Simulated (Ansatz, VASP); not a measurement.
## One calculation of Lu, two programs

Contents of INCAR:

```
SYSTEM = Lu
  PREC = Accurate
  ENCUT = 520
  EDIFF = 1E-6
  ISMEAR = 1
  SIGMA = 0.1
  LREAL = .FALSE.
  LASPH = .TRUE.
  NELM = 60
  ALGO = Normal
  ISIF = 2
  LWAVE = .FALSE.
  LCHARG = .FALSE.
  GGA = CA
  NBANDS = 32
```

Contents of KPOINTS:

```
Automatic mesh
0
G
  11 11 6
  0 0 0
```

The input POSCAR:

```
Lu
1.0
    3.3823924653      0.0000000000      0.0000000000
   -1.6911962327      2.9292378005      0.0000000000
    0.0000000000      0.0000000000      5.2524129119
Lu
2
Direct
    0.3333333333      0.6666666667      0.2500000000
    0.6666666667      0.3333333333      0.7500000000
```

Input for Ansatz:

```yaml
crystal:
  lattice:
    - [3.3823924653, 0.0, 0.0]
    - [-1.6911962327, 2.9292378005, 0.0]
    - [0.0, 0.0, 5.2524129119]
  atoms:
    - { symbol: Lu, position: [0.3333333333, 0.6666666667, 0.25] }
    - { symbol: Lu, position: [0.6666666667, 0.3333333333, 0.75] }
hamiltonian:
  xc: lda
  pseudopotentials:
    kind: paw
    azcp:
      Lu: "pseudopotentials/Lu.paw.azcp"
basis:
  ecutwfc: 420
  fft_grid_basis: typed
kpoints:
  mp_grid: { grid: [11, 11, 6], shift: [0, 0, 0] }
magnetization:
  spin_polarized: false
scf:
  occupations: { method: methfessel_paxton, width: 0.1 }
  lower_state_search: "off"
output:
  stress: true
```

Alike in both runs: task single point; functional LDA; k mesh 11 × 11 × 6; occupations methfessel-paxton of order 1, width 0.1 eV; no spin polarisation.

|  | VASP | Ansatz |
| --- | --- | --- |
| version | VASP 6.6.1 | Ansatz 0.2.0 |
| potentials or method | VASP PAW PBE potentials, release 64 (Lu), cutoff 520 eV | plane waves (420 eV) with PAW, scalar-relativistic |
| valence electrons in the cell | 50 | 50 |

```tsv
	VASP	Ansatz	Ansatz less VASP
pressure (GPa)	0.0	-0.3	-0.25
traceless stress, the component that is largest in VASP (GPa)	-0.40	-0.37	+0.036
```

VASP's potentials were made for PBE, not for LDA, and Ansatz warns of the same on its side. LDA's correlation is that of Perdew and Zunger in VASP and of Perdew and Wang (1992) in Ansatz.

Neither program's run includes spin-orbit coupling.
